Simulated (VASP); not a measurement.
Runs of VASP 6.6.1 on GaP. The structure is that of space group F-43m (No. 216), or close to it. The cells are those of the table. 

```tsv
cell	gap on the mesh (eV)	pressure (GPa)
a = 3.820 Å, angles 60.0°, 2 atoms	1.59	5.0
a = 3.921 Å, angles 60.0°, 2 atoms	(a)	-1.6
a = 3.888 Å, angles 60.0°, 2 atoms	1.59	0.3
a = 3.784 Å, angles 60.0°, 2 atoms	1.53	(b)
a = 3.954 Å, angles 60.0°, 2 atoms	1.20	-3.2
```

Alike in all rows: task single point; level PBE; potentials or basis VASP PAW PBE potentials, release 64 (Ga_d, P); no spin polarisation; k mesh 6 × 6 × 6; cutoff (eV) 520; smearing gaussian 0.01 eV.

Question: Estimate the missing entries.

Answer: (a) 1.40; (b) 7.9.

A k mesh can miss the band edges, and the runs leave out spin-orbit coupling on Ga.
